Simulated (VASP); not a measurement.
# C (C2/m) in VASP: notebook

The runs below take C through single point, with PBE+D3(BJ).

All numbers are computed with VASP 6.6.1; they aren't measurements. Logs are shortened: lines on timing, memory, paths and dates and some standing lists are left out, and cuts for length are marked.

**1. The cell of the first run**

It takes space group C2/m (No. 12, monoclinic). The conventional cell has a = 4.269 Å, b = 2.465 Å, c = 3.650 Å, α = 90.00°, β = 112.95°, γ = 90.00°. C (site symmetry m) has 3 C at 1.39 to 1.48 Å within 1.9 Å.

**2. Single point, PBE+D3(BJ) (atoms displaced along several vibrational modes)**

The input, INCAR:

```
SYSTEM = C
ALGO = Normal
EDIFF = 1E-6
ENCUT = 520
GGA = PE
ISIF = 2
ISMEAR = 0
IVDW = 12
LASPH = .True.
LCHARG = .True.
LELF = .True.
LREAL = .False.
LVHAR = .True.
LWAVE = .False.
NBANDS = 11
NELM = 100
PREC = Accurate
SIGMA = 0.05
```

The input, KPOINTS:

```
k-points
0
Gamma
  15 15 15
  0 0 0
```

The input, POSCAR:

```
C
1.0
    1.2324984681      0.7115833223      3.3613878357
   -1.2324984681      0.7115833223      3.3613878357
    0.0000000000     -1.4231666447      3.3613878357
C
2
Direct
    0.1712719494      0.1712719494      0.1501921973
    0.8287280506      0.8287280506      0.8498078027
```

Potentials or basis: VASP PAW PBE potentials, release 64 (C).

The run is started by

```
$ cat potpaw_PBE.64/C/POTCAR > POTCAR
$ mpirun -np 1 vasp_std > vasp.out
```

OUTCAR:

```text
SYSTEM = C
   EDIFF = 1E-6
   ENCUT = 520
   GGA = PE
   ISIF = 2
   ISMEAR = 0
   IVDW = 12
   LASPH = .True.
   LREAL = .False.
   NELM = 100
   PREC = Accurate
 IVDW          = 12

 ion  position               nearest neighbor table
   1  0.171  0.171  0.150-   2 1.39   2 1.39   2 1.48
   2  0.829  0.829  0.850-   1 1.39   1 1.39   1 1.48

  LATTYP: Found a trigonal (rhomboedric) cell.
 ALAT       =     3.6502508791
 COS(alpha) =     0.7719881893

  Lattice vectors:

 A1 = (   1.2324984681,   0.7115833223,   3.3613878357)
 A2 = (  -1.2324984681,   0.7115833223,   3.3613878357)
 A3 = (   0.0000000000,  -1.4231666447,   3.3613878357)

Analysis of symmetry for initial positions (statically):
=====================================================================
 Subroutine PRICEL returns:
 Original cell was already a primitive cell.

 Routine SETGRP: Setting up the symmetry group for a
 trigonal (rhombohedral) supercell.

 Subroutine GETGRP returns: Found  4 space group operations
 (whereof  4 operations were pure point group operations)
 out of a pool of 12 trial point group operations.

The static configuration has the point symmetry C_2h.

Analysis of symmetry for dynamics (positions and initial velocities):
=====================================================================
 Subroutine PRICEL returns:
 Original cell was already a primitive cell.

 Routine SETGRP: Setting up the symmetry group for a
 trigonal (rhombohedral) supercell.

 Subroutine GETGRP returns: Found  4 space group operations
 (whereof  4 operations were pure point group operations)
 out of a pool of 12 trial point group operations.

The dynamic configuration has the point symmetry C_2h.

 Subroutine INISYM returns: Found  4 space group operations
 (whereof  4 operations are pure point group operations),
 and found     1 'primitive' translations

----------------------------------------------------------------------------------------

                                     Primitive cell

  volume of cell :      17.6881

  direct lattice vectors                    reciprocal lattice vectors
     1.232498468  0.711583322  3.361387836     0.405680017  0.234219467  0.099165389
    -1.232498468  0.711583322  3.361387836    -0.405680017  0.234219467  0.099165389
     0.000000000 -1.423166645  3.361387836     0.000000000 -0.468438935  0.099165389

  length of vectors
     3.650250879  3.650250879  3.650250879     0.478820227  0.478820227  0.478820227

  position of ions in fractional coordinates (direct lattice)
     0.171271949  0.171271949  0.150192197
     0.828728051  0.828728051  0.849807803

  ion indices of the primitive-cell ions
   primitive index   ion index
                 1           1
                 2           2

----------------------------------------------------------------------------------------

 KPOINTS: k-points

Automatic generation of k-mesh.
 Grid dimensions read from file:
 generate k-points for:   15   15   15

 Generating k-lattice:

  Cartesian coordinates                     Fractional coordinates (reciprocal lattice)
     0.027045334  0.015614631  0.006611026     0.066666667  0.000000000  0.000000000
    -0.027045334  0.015614631  0.006611026     0.000000000  0.066666667  0.000000000
     0.000000000 -0.031229262  0.006611026     0.000000000  0.000000000  0.066666667

  Length of vectors
     0.031921348  0.031921348  0.031921348

  Shift w.r.t. Gamma in fractional coordinates (k-lattice)
     0.000000000  0.000000000  0.000000000

 Subroutine IBZKPT returns following result:
 ===========================================

 Found    904 irreducible k-points:

 Following reciprocal coordinates:
            Coordinates               Weight
  0.000000  0.000000  0.000000      1.000000
  0.066667 -0.000000  0.000000      4.000000
  0.000000  0.000000  0.066667      2.000000
  0.133333  0.000000  0.000000      4.000000
  0.000000  0.000000  0.133333      2.000000
  0.200000  0.000000 -0.000000      4.000000
[... 16 lines left out ...]
  0.066667  0.000000  0.200000      4.000000
  0.266667  0.066667  0.000000      4.000000
 [... further k-points ...]
   k-points           NKPTS =    904   k-points in BZ     NKDIM =    904   number of bands    NBANDS=     11
   number of dos      NEDOS =    301   number of ions     NIONS =      2
   total plane-waves  NPLWV =  21952
   dimension x,y,z NGX =    28 NGY =   28 NGZ =   28
   dimension x,y,z NGXF=    56 NGYF=   56 NGZF=   56
   ions per type =               2
   NGX,Y,Z   is equivalent  to a cutoff of  12.75, 12.75, 12.75 a.u.
   NGXF,Y,Z  is equivalent  to a cutoff of  25.50, 25.50, 25.50 a.u.
 SYSTEM =  C
   PREC   = accura    normal or accurate (medium, high low for compatibility)
   ISTART =      0    job   : 0-new  1-cont  2-samecut
   ICHARG =      2    charge: 1-file 2-atom 10-const
   ISPIN  =      1    spin polarized calculation?
   LNONCOLLINEAR =      F non collinear calculations
   LSORBIT =      F    spin-orbit coupling
   LASPH  =      T    aspherical Exc in radial PAW
   ENCUT  =  520.0 eV  38.22 Ry    6.18 a.u.   6.79  6.79  6.79*2*pi/ulx,y,z
   NELM   =    100;   NELMIN=  2; NELMDL= -5     # of ELM steps
   EDIFF  = 0.1E-05   stopping-criterion for ELM
   LREAL  =      F    real-space projection
   EDIFFG = 0.1E-04   stopping-criterion for IOM
   NSW    =      0    number of steps for IOM
   IBRION =     -1    ionic relax: 0-MD 1-quasi-New 2-CG
   NFREE  =      0    steps in history (QN), initial steepest desc. (CG)
   ISIF   =      2    stress and relaxation
   ISYM   =      2    0-nonsym 1-usesym 2-fastsym
   POTIM  = 0.5000    time-step for ionic-motion
   TEBEG  =    0.0;   TEEND  =   0.0 temperature during run
   PSTRESS=    0.0 pullay stress
   NELECT =       8.0000    total number of electrons
   NUPDOWN=      -1.0000    fix difference up-down
   EMIN   =  10.00;   EMAX   =-10.00  energy-range for DOS
   EFERMI =   0.00;   METHOD = LEGACY
   ISMEAR =     0;   SIGMA  =   0.05  broadening in eV -4-tet -1-fermi 0-gaus
   EFERMI_NEDOS =   21; number of points for ismear=-14 and -15
   IALGO  =     38    algorithm
   IMIX   =      4    mixing-type and parameters
     AMIX     =   0.40;   BMIX     =  1.00
     AMIX_MAG =   1.60;   BMIX_MAG =  1.00
  volume/ion in A,a.u.               =       8.84        59.68
  Fermi-wavevector in a.u.,A,eV,Ry     =   1.256640  2.374705 21.485554  1.579144
  Thomas-Fermi vector in A             =   2.390338
   LORBIT       =      0    0 simple, 1 ext, 2 COOP (PROOUT), +10 PAW based schemes
   GGA     = PE    functional components
   LHFCALC =     F    Hartree Fock is set to
   AEXX    =    0.0000 exact exchange contribution
   IVDW    =    12    specifies the selected vdW correction
   LEPSILON=     F    determine dielectric tensor
   LRPA    =     F    only Hartree local field effects (RPA)
 non-spin polarized calculation
 Gauss-broadening in eV      SIGMA  =   0.05
  energy-cutoff  :      520.00
  volume of cell :       17.69
 maximum number of plane-waves:       490
   NGX = 13   NGY = 13   NGZ = 13

 number of electron       8.0000000 magnetization

 Free energy of the ion-electron system (eV)
  ---------------------------------------------------
  ext. energy  EPLUGINS =         0.00000000
  ---------------------------------------------------
  free energy    TOTEN  =       -18.31245943 eV

  energy without entropy =      -18.31245024  energy(sigma->0) =      -18.31245483

 E-fermi :   4.6293     XC(G=0): -10.3099

 val. band max:        4.5588642756   @ k =   0.2000  -0.1333  -0.4667
 cond. band min:       4.6997503394   @ k =   0.2000  -0.1333  -0.4667
 fundamental gap:      0.1408860638
 Fermi energy:         4.6293072999

 k-point     1 :       0.0000    0.0000    0.0000
  band No.  band energies     occupation
      1     -14.9903      2.00000
      2      -1.8994      2.00000
      3       0.7931      2.00000
      4       2.6139      2.00000
      5       8.8757      0.00000
      6      11.8396      0.00000
      7      14.2136      0.00000
      8      16.0793      0.00000
      9      17.3240      0.00000
     10      27.3483      0.00000
     11      30.2495      0.00000

 k-point     2 :       0.0667   -0.0000    0.0000
  band No.  band energies     occupation
      1     -14.8834      2.00000
      2      -1.7897      2.00000
      3       0.4581      2.00000
      4       2.3041      2.00000
      5       9.0253      0.00000
      6      12.1479      0.00000
      7      14.3841      0.00000
      8      15.6965      0.00000
      9      17.5313      0.00000
     10      27.7037      0.00000
     11      29.5607      0.00000

 k-point     3 :       0.0000    0.0000    0.0667
  band No.  band energies     occupation
      1     -14.8823      2.00000
      2      -1.7943      2.00000
      3       0.6170      2.00000
      4       2.1077      2.00000
      5       9.0187      0.00000
      6      12.0359      0.00000
      7      14.6176      0.00000
      8      15.7407      0.00000
      9      17.4705      0.00000
     10      27.6842      0.00000
     11      29.2295      0.00000

 k-point     4 :       0.1333    0.0000    0.0000
  band No.  band energies     occupation
      1     -14.5637      2.00000
      2      -1.4631      2.00000
      3      -0.4731      2.00000
      4       1.5533      2.00000
      5       9.4693      0.00000
      6      12.6849      0.00000
      7      14.6048      0.00000
      8      15.1057      0.00000
      9      18.1753      0.00000
     10      27.6380      0.00000
     11      28.6282      0.00000
[... 239 lines left out ...]
 k-point    22 :      -0.2000    0.0000   -0.0667
  band No.  band energies     occupation
      1     -14.2362      2.00000
      2      -1.3898      2.00000
      3      -1.1911      2.00000
      4       1.0115      2.00000
      5      10.1141      0.00000
      6      13.3621      0.00000
      7      13.6692      0.00000
      8      15.2287      0.00000
      9      18.9634      0.00000
     10      25.9837      0.00000
     11      29.1470      0.00000

 k-point    23 :       0.0667    0.0000    0.2000
  band No.  band energies     occupation
      1     -14.2270      2.00000
      2      -1.2647      2.00000
      3      -0.5042      2.00000
      4       0.0168      2.00000
      5      10.0728      0.00000
      6      12.7399      0.00000
      7      13.9797      0.00000
      8      16.2408      0.00000
      9      18.8157      0.00000
     10      25.4140      0.00000
     11      28.8974      0.00000

 k-point    24 :       0.2667    0.0667    0.0000
  band No.  band energies     occupation
      1     -13.5941      2.00000
      2      -2.5703      2.00000
      3      -0.6210      2.00000
      4      -0.1691      2.00000
      5      10.8684      0.00000
      6      12.3965      0.00000
      7      13.1508      0.00000
      8      17.1373      0.00000
      9      20.1135      0.00000
     10      23.9010      0.00000
     11      28.0248      0.00000

 [... further k-points ...]

------------------------ aborting loop because EDIFF is reached ----------------------------------------

 Edisp (eV)   -0.31208

 E8    (eV) :    -0.0884

  FORCE on cell =-STRESS in cart. coord.  units (eV):
  Direction    XX          YY          ZZ          XY          YZ          ZX
  --------------------------------------------------------------------------------------
  -------------------------------------------------------------------------------------
  Total       0.96524    -0.32131    -0.04840     0.00000     0.14619     0.00000
  in kB      87.43055   -29.10358    -4.38391     0.00000    13.24173     0.00000
  external pressure =       17.98 kB  Pullay stress =        0.00 kB

 VOLUME and BASIS-vectors are now :
 -----------------------------------------------------------------------------
  energy-cutoff  :      520.00
  volume of cell :       17.69
      direct lattice vectors                 reciprocal lattice vectors
     1.232498468  0.711583322  3.361387836     0.405680017  0.234219467  0.099165389
    -1.232498468  0.711583322  3.361387836    -0.405680017  0.234219467  0.099165389
     0.000000000 -1.423166645  3.361387836     0.000000000 -0.468438935  0.099165389

 POSITION                                       TOTAL-FORCE (eV/Angst)
 -----------------------------------------------------------------------------------
      0.00000      0.03000      1.65628         0.000000     -2.978600      0.771413
      0.00000     -0.03000      8.42789         0.000000      2.978600     -0.771413
 -----------------------------------------------------------------------------------
    total drift:                                0.000000      0.000000     -0.000000

  FREE ENERGIE OF THE ION-ELECTRON SYSTEM (eV)
  ---------------------------------------------------
  free  energy   TOTEN  =       -18.6245381130 eV

  energy  without entropy=      -18.6245289257  energy(sigma->0) =      -18.62453352
```

Wall time 7 min (1 thread of Intel Xeon 8259CL, shared host); peak memory 0.28 GiB.

What came out:

```yaml
Free_energy: -18.6245 eV
Pressure: 1.8 GPa
Largest_force: 3.077 eV/Å
Dispersion_energy_per_atom: -0.156 eV
```

Forces on the atoms (eV/Å):
```
C    0.000 -2.979  0.771
C    0.000  2.979 -0.771
```

Caveat: the cell differs from its parent crystal (atoms displaced along several vibrational modes); the stress differs along the axes, from -3 to 9 GPa; forces of over 1 eV/Å act on the atoms, so gaps and moduli don't describe the material at rest.

**3. Single point, PBE+D3(BJ) (atoms displaced along several vibrational modes)**

The input, INCAR:

```
SYSTEM = C
ALGO = Normal
EDIFF = 1E-6
ENCUT = 520
GGA = PE
ISIF = 2
ISMEAR = 0
IVDW = 12
LASPH = .TRUE.
LCHARG = .FALSE.
LREAL = .FALSE.
LWAVE = .FALSE.
NBANDS = 11
NELM = 60
PREC = Accurate
SIGMA = 0.05
```

The input, KPOINTS:

```
k-points
0
G
  15 15 15
  0 0 0
```

The input, POSCAR:

```
C
1.0
    1.2324984681      0.7115833223      3.3613878357
   -1.2324984681      0.7115833223      3.3613878357
    0.0000000000     -1.4231666447      3.3613878357
C
2
Direct
    0.1606881651      0.1606881651      0.1501482891
    0.8393118349      0.8393118349      0.8498517109
```

Potentials or basis: VASP PAW PBE potentials, release 64 (C).

The run is started by

```
$ cat potpaw_PBE.64/C/POTCAR > POTCAR
$ mpirun -np 1 vasp_std > vasp.out
```

Wall time 6.9 min (1 thread of Intel Xeon 8259CL, shared host); peak memory 0.28 GiB.

It converged, with:

```
Free energy                : -18.4149 eV
Pressure                   : -1.3 GPa
Largest force              : 3.442 eV/Å
Dispersion energy per atom : -0.156 eV
```

Forces on the atoms (eV/Å):
```
C    0.000 -1.457  3.118
C    0.000  1.457 -3.118
```

Stress tensor (GPa, compression positive):
```
 3.68  0.00  0.00
 0.00 -1.38  2.50
 0.00  2.50 -6.28
```

Caveat: the cell differs from its parent crystal (atoms displaced along several vibrational modes); the stress differs along the axes, from -6 to 4 GPa; forces of over 1 eV/Å act on the atoms, so gaps and moduli don't describe the material at rest.

**4. Single point, PBE+D3(BJ) (atoms displaced along several vibrational modes)**

The input, INCAR:

```
PREC     = Accurate       # precision mode
ENCUT    = 520            # plane-wave cutoff, eV
EDIFF    = 1E-6           # SCF threshold, eV
ISMEAR   = 0              # smearing method
SIGMA    = 0.05           # smearing width, eV
LREAL    = False          # projectors in reciprocal space
LASPH    = True           # aspherical terms in the spheres
NELM     = 60             # most SCF steps
ALGO     = Normal         # electronic algorithm
ISIF     = 2              # what is computed and relaxed
LWAVE    = False          # write WAVECAR
LCHARG   = True           # write CHGCAR
GGA      = PE             # functional
IVDW     = 12             # dispersion correction
LELF     = True           # ELF
LVHAR    = True         
NBANDS   = 11             # bands
```

The input, KPOINTS:

```
regular mesh
0
Gamma
  15 15 15
```

The input, POSCAR:

```
C
1.0
    1.2324984681      0.7115833223      3.3613878357
   -1.2324984681      0.7115833223      3.3613878357
    0.0000000000     -1.4231666447      3.3613878357
C
2
Direct
    0.1701088771      0.1701088771      0.1595690011
    0.8298911229      0.8298911229      0.8404309989
```

The run is started by

```
$ cat potpaw_PBE.64/C/POTCAR > POTCAR
$ mpirun -np 1 vasp_std > vasp.out
```

Run time: 6.2 min. Hardware: 1 thread of Intel Xeon 8259CL, shared host; peak memory 0.28 GiB.

Results (log left out):

- Free energy: -18.7115 eV
- Pressure: 0.8 GPa
- Largest force: 1.561 eV/Å
- Dispersion energy per atom: -0.156 eV

Forces on the atoms (eV/Å):
```
C    0.000 -1.561  0.003
C    0.000  1.561 -0.003
```

Stress tensor (GPa, compression positive):
```
 4.36  0.00  0.00
 0.00 -1.80  0.02
 0.00  0.02 -0.06
```

Caveat: the cell differs from its parent crystal (atoms displaced along several vibrational modes); the stress differs along the axes, from -2 to 4 GPa; forces of over 1 eV/Å act on the atoms, so gaps and moduli don't describe the material at rest.

(Part 1 of 2 ends here.)
